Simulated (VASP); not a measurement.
# ZnO (P6_3mc) in VASP: vibrations by perturbation theory with PBE

Aim: the vibrations by perturbation theory of ZnO with PBE.

Everything below comes from runs of VASP 6.6.1. Logs are shortened: lines on timing, memory, paths and dates and some standing lists are left out, and cuts for length are marked.

### Step 1. The cell of the first run

It takes space group P6_3mc (No. 186, hexagonal). Conventional cell: a = 3.279 Å, b = 3.279 Å, c = 5.293 Å, α = 90.00°, β = 90.00°, γ = 120.00°. Within 2.6 Å of Zn (site symmetry 3m) lie 4 O at 2.00 to 2.01 Å. Within 2.6 Å of O (site symmetry 3m) lie 4 Zn at 2.00 to 2.01 Å.

### Step 2. Vibrations by perturbation theory, PBE

INCAR

```
SYSTEM = ZnO
ALGO = Normal
EDIFF = 1E-8
ENCUT = 520
GGA = PE
IBRION = 8
ISIF = 2
ISMEAR = 0
LASPH = .TRUE.
LCHARG = .FALSE.
LEPSILON = .TRUE.
LREAL = .FALSE.
LWAVE = .FALSE.
NELM = 100
NSW = 1
PREC = Accurate
SIGMA = 0.01
```

KPOINTS

```
k-points
0
G
  6 6 4
  0 0 0
```

POSCAR

```
ZnO
1.0
    3.2793875128      0.0000000000      0.0000000000
   -1.6396937564      2.8400328950      0.0000000000
    0.0000000000      0.0000000000      5.2931776442
Zn O
2 2
Direct
    0.6666666667      0.3333333333      0.5006021939
    0.3333333333      0.6666666667      0.0006021939
    0.6666666667      0.3333333333      0.8797078061
    0.3333333333      0.6666666667      0.3797078061
```

Potentials or basis: VASP PAW PBE potentials, release 64 (Zn, O).

Command:

```sh
$ cat potpaw_PBE.64/Zn/POTCAR potpaw_PBE.64/O/POTCAR > POTCAR
$ mpirun -np 1 vasp_std > vasp.out
```

OUTCAR:

```text
SYSTEM = ZnO
   EDIFF = 1E-8
   ENCUT = 520
   GGA = PE
   IBRION = 8
   ISIF = 2
   ISMEAR = 0
   LASPH = .TRUE.
   LEPSILON = .TRUE.
   LREAL = .FALSE.
   NELM = 100
   NSW = 1
   PREC = Accurate

 ion  position               nearest neighbor table
   1  0.667  0.333  0.501-   4 2.00   4 2.00   4 2.00   3 2.01
   2  0.333  0.667  0.001-   3 2.00   3 2.00   3 2.00   4 2.01
   3  0.667  0.333  0.880-   2 2.00   2 2.00   2 2.00   1 2.01
   4  0.333  0.667  0.380-   1 2.00   1 2.00   1 2.00   2 2.01

  LATTYP: Found a hexagonal cell.
 ALAT       =     3.2793875128
 C/A-ratio  =     1.6140750745

  Lattice vectors:

 A1 = (   3.2793875128,   0.0000000000,   0.0000000000)
 A2 = (  -1.6396937564,   2.8400328950,   0.0000000000)
 A3 = (   0.0000000000,   0.0000000000,   5.2931776442)

Analysis of symmetry for initial positions (statically):
=====================================================================
 Subroutine PRICEL returns:
 Original cell was already a primitive cell.

 Routine SETGRP: Setting up the symmetry group for a
 hexagonal supercell.

 Subroutine GETGRP returns: Found 12 space group operations
 (whereof  6 operations were pure point group operations)
 out of a pool of 24 trial point group operations.

The static configuration has the point symmetry C_3v.
 The point group associated with its full space group is C_6v.

Analysis of symmetry for dynamics (positions and initial velocities):
=====================================================================
 Subroutine PRICEL returns:
 Original cell was already a primitive cell.

 Routine SETGRP: Setting up the symmetry group for a
 hexagonal supercell.

 Subroutine GETGRP returns: Found 12 space group operations
 (whereof  6 operations were pure point group operations)
 out of a pool of 24 trial point group operations.

The dynamic configuration has the point symmetry C_3v.
 The point group associated with its full space group is C_6v.

 Subroutine INISYM returns: Found 12 space group operations
 (whereof  6 operations are pure point group operations),
 and found     1 'primitive' translations

----------------------------------------------------------------------------------------

                                     Primitive cell

  volume of cell :      49.2984

  direct lattice vectors                    reciprocal lattice vectors
     3.279387513  0.000000000  0.000000000     0.304934990  0.176054299  0.000000000
    -1.639693756  2.840032895  0.000000000     0.000000000  0.352108598  0.000000000
     0.000000000  0.000000000  5.293177644     0.000000000  0.000000000  0.188922433

  length of vectors
     3.279387513  3.279387513  5.293177644     0.352108598  0.352108598  0.188922433

  position of ions in fractional coordinates (direct lattice)
     0.666666667  0.333333333  0.500602194
     0.333333333  0.666666667  0.000602194
     0.666666667  0.333333333  0.879707806
     0.333333333  0.666666667  0.379707806

  ion indices of the primitive-cell ions
   primitive index   ion index
                 1           1
[... 709 lines left out ...]
     0.41224  0.00000 -0.00000
     0.00000  0.41224 -0.00000
    -0.00000  0.00000 -0.83059

[... ionic steps 4 to 9 ...]

--------------------------------------- Ionic step       10  -------------------------------------------

------------------------ aborting loop because EDIFF is reached ----------------------------------------

[... ionic steps 11 to 11 ...]

--------------------------------------- Ionic step       12  -------------------------------------------

 Free energy of the ion-electron system (eV)
  ---------------------------------------------------
  ---------------------------------------------------
  free energy    TOTEN  =        -0.37801555 eV

  energy without entropy =       -0.37801555

------------------------ aborting loop because EDIFF is reached ----------------------------------------

 INTERNAL STRAIN TENSOR  FOR ION    3  DIRECTION 3   (eV/Angst):
 -----------------------------------------------------------------------------
     3.94977  0.00000  0.00000
     0.00000  3.94977 -0.00000
     0.00000  0.00000 -7.77489

 MACROSCOPIC STATIC DIELECTRIC TENSOR (including local field effects in DFT)
 ------------------------------------------------------
           9.039548    -0.000000    -0.000000
           0.000000     9.039548     0.000000
           0.000000    -0.000000     8.119849
 ------------------------------------------------------

 PIEZOELECTRIC TENSOR (including local field effects)  for field in x, y, z        (e  Angst)
          XX          YY          ZZ          XY          YZ          ZX
  --------------------------------------------------------------------------------
  x    -0.00000     0.00000     0.00000     0.00000     0.00000     1.36836
  y    -0.00000     0.00000     0.00000    -0.00000     1.36836     0.00000
  z     1.26845     1.26845    -2.55570     0.00000    -0.00000     0.00000

 PIEZOELECTRIC TENSOR (including local field effects)  for field in x, y, z        (C/m^2)
          XX          YY          ZZ          XY          YZ          ZX
  --------------------------------------------------------------------------------
  x    -0.00000     0.00000     0.00000     0.00000     0.00000     0.44471
  y    -0.00000     0.00000     0.00000    -0.00000     0.44471     0.00000
  z     0.41224     0.41224    -0.83059     0.00000    -0.00000     0.00000

 BORN EFFECTIVE CHARGES (including local field effects) (in |e|, cummulative output)
 ---------------------------------------------------------------------------------
 ion    1
    1     2.25115    -0.00000     0.00000
    2    -0.00000     2.25115     0.00000
    3     0.00000     0.00000     2.26800
 ion    2
    1     2.25115     0.00000     0.00000
    2     0.00000     2.25115     0.00000
    3     0.00000     0.00000     2.26800
 ion    3
    1    -2.25115     0.00000     0.00000
    2     0.00000    -2.25115     0.00000
    3     0.00000    -0.00000    -2.26800
 ion    4
    1    -2.25115     0.00000     0.00000
    2    -0.00000    -2.25115     0.00000
    3     0.00000     0.00000    -2.26800

 INTERNAL STRAIN TENSOR FOR ION    4 for displacements in x,y,z  (eV/Angst):
          X           Y           Z          XY          YZ          ZX
  --------------------------------------------------------------------------------
  x    -0.00000     0.00000     0.00000    -7.24183     0.00000     3.82506
  y    -7.24183     7.24183    -0.00000     0.00000     4.13605    -0.00000
  z     3.94977     3.94977    -7.77489     0.00000     0.00000     0.00000

 SECOND DERIVATIVES (NOT SYMMETRIZED)
 ------------------------------------
               1X          1Y          1Z          2X          2Y          2Z          3X          3Y          3Z          4X          4Y          4Z
  1X    -6.913064   -0.000000    0.000000    0.292610    0.000000    0.000000    0.103803   -0.000000    0.000000    6.516651    0.000000   -0.000000
  1Y     0.000000   -6.913064    0.000000    0.000000    0.292610    0.000000    0.000000    0.103803    0.000000   -0.000000    6.516651    0.000000
  1Z     0.000000   -0.000000  -10.627382    0.000000    0.000000    4.706361   -0.000000    0.000000    4.367185    0.000000    0.000000    1.553835
  2X     0.292610    0.000000    0.000000   -6.913064    0.000000    0.000000    6.516651    0.000000    0.000000    0.103803   -0.000000    0.000000
  2Y     0.000000    0.292610   -0.000000   -0.000000   -6.913064    0.000000    0.000000    6.516651    0.000000    0.000000    0.103803    0.000000
  2Z    -0.000000    0.000000    4.706361    0.000000    0.000000  -10.627382    0.000000    0.000000    1.553835    0.000000    0.000000    4.367185
  3X     0.097938    0.000000   -0.000000    6.515880    0.000000   -0.000000   -7.509782    0.000000    0.000000    0.895963    0.000000    0.000000
  3Y     0.000000    0.097938    0.000000   -0.000000    6.515880    0.000000   -0.000000   -7.509782    0.000000    0.000000    0.895963    0.000000
  3Z     0.000000   -0.000000    4.393641    0.000000   -0.000000    1.500294    0.000000    0.000000  -10.647309    0.000000    0.000000    4.753374
  4X     6.515880    0.000000    0.000000    0.097938    0.000000    0.000000    0.895963    0.000000    0.000000   -7.509782    0.000000    0.000000
  4Y     0.000000    6.515880    0.000000    0.000000    0.097938    0.000000    0.000000    0.895963   -0.000000    0.000000   -7.509782   -0.000000
  4Z    -0.000000    0.000000    1.500294   -0.000000    0.000000    4.393641    0.000000    0.000000    4.753374    0.000000   -0.000000  -10.647309

 Eigenvectors and eigenvalues of the dynamical matrix
 ----------------------------------------------------

   1 f  =   15.421433 THz    96.895719 2PiTHz  514.403624 cm-1    63.777892 meV
             X         Y         Z           dx          dy          dz
      1.639694  0.946678  2.649776    -0.000000   -0.000000    0.083859
     -0.000000  1.893355  0.003188     0.000000    0.000000   -0.083859
      1.639694  0.946678  4.656450    -0.000000   -0.000000   -0.702117
     -0.000000  1.893355  2.009861     0.000000    0.000000    0.702117
[... 71 lines left out ...]
  12 f/i=    0.009662 THz     0.060708 2PiTHz    0.322287 cm-1     0.039958 meV
             X         Y         Z           dx          dy          dz
      1.639694  0.946678  2.649776    -0.000000    0.000000    0.633518
     -0.000000  1.893355  0.003188    -0.000000    0.000000    0.633518
      1.639694  0.946678  4.656450    -0.000000    0.000000    0.314094
     -0.000000  1.893355  2.009861    -0.000000    0.000000    0.314094

--------------------------------------------------------------------------------------------------------

 MACROSCOPIC STATIC DIELECTRIC TENSOR IONIC CONTRIBUTION
 ------------------------------------------------------
           5.622138     0.000000    -0.000000
           0.000000     5.622138     0.000000
          -0.000000     0.000000     6.392164
 ------------------------------------------------------

 ELASTIC MODULI CONTR FROM IONIC RELAXATION (kBar)
 Direction    XX          YY          ZZ          XY          YZ          ZX
 --------------------------------------------------------------------------------
 XX        -586.1658    241.8739    338.0498      0.0000     -0.0000      0.0000
 YY         241.8739   -586.1658    338.0498     -0.0000      0.0000     -0.0000
 ZZ         338.0498    338.0498   -663.8415     -0.0000      0.0000     -0.0000
 XY           0.0000     -0.0000     -0.0000   -414.0198      0.0000     -0.0000
 YZ          -0.0000      0.0000      0.0000      0.0000   -154.2098     -0.0000
 ZX           0.0000     -0.0000     -0.0000      0.0000     -0.0000   -147.9225
 --------------------------------------------------------------------------------

 PIEZOELECTRIC TENSOR IONIC CONTR  for field in x, y, z        (C/m^2)
          XX          YY          ZZ          XY          YZ          ZX
  --------------------------------------------------------------------------------
  x     0.00000    -0.00000    -0.00000    -0.00000    -0.00000    -0.85810
  y     0.00000     0.00000     0.00000     0.00000    -0.87615    -0.00000
  z    -0.98706    -0.98706     1.93833     0.00000    -0.00000     0.00000
```

It took 8.9 min on 1 thread of Intel Xeon Platinum 8259CL at 2.50GHz (Skylake/Cascade Lake), shared host; peak memory 0.35 GiB.

Results:

```
Electronic dielectric tensor (diagonal)                 : 9.04, 9.04, 8.12
Born charges (mean of the diagonal)                     : Zn +2.26; O -2.26 e
Highest phonon frequency at Γ, LO-TO splitting left out : 514 cm⁻¹
```

Phonon frequencies in cm⁻¹ (negative: imaginary):
| q point | frequencies |
| --- | --- |
| (0.000, 0.000, 0.000) | 0 0 0 91 91 247 353 374 374 406 406 514 |

Electronic dielectric tensor:
```
9.04 0.00 0.00
0.00 9.04 0.00
0.00 0.00 8.12
```

Born effective charge tensors (e):
atom 1, Zn
```
2.25 0.00 0.00
0.00 2.25 0.00
0.00 0.00 2.27
```
atom 2, Zn
```
2.25 0.00 0.00
0.00 2.25 0.00
0.00 0.00 2.27
```
atom 3, O
```
-2.25  0.00  0.00
 0.00 -2.25  0.00
 0.00  0.00 -2.27
```
atom 4, O
```
-2.25  0.00  0.00
 0.00 -2.25  0.00
 0.00  0.00 -2.27
```

Caveat: the k points lie up to 0.37 Å⁻¹ apart.
